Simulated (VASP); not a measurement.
A run of VASP 6.6.1 is set up as follows.

File INCAR:

```
SYSTEM = BeS
ALGO = Normal ; EDIFF = 1E-6
ENCUT = 520 ; GGA = PE
ISIF = 2 ; ISMEAR = -1
LASPH = .TRUE. ; LCHARG = .FALSE.
LREAL = .FALSE. ; LWAVE = .FALSE.
NBANDS = 11 ; NELM = 60
PREC = Accurate ; SIGMA = 0.05
```

Contents of KPOINTS:

```
k-points
0
G
  12 12 12
  0 0 0
```

File POSCAR:

```
BeS
1.0
    0.0000000000      2.4376528955      2.4376528955
    2.4376528955      0.0000000000      2.4376528955
    2.4376528955      2.4376528955      0.0000000000
Be S
1 1
Direct
    0.0000000000      0.0000000000      0.0000000000
    0.2500000000      0.2500000000      0.2500000000
```

Potentials or basis: VASP PAW PBE potentials, release 64 (Be, S).

The run is started by

```sh
$ cat potpaw_PBE.64/Be/POTCAR potpaw_PBE.64/S/POTCAR > POTCAR
$ mpirun -np 1 vasp_std > vasp.out
```

Question: What does it give for the band gap on the k mesh?

Answer: 3.15 eV, indirect (least direct gap 5.68 eV).

Question: Predict the pressure.

Answer: 0.1 GPa.

A k mesh can miss the band edges. PBE gaps usually lie below the measured ones, often by a third to a half.
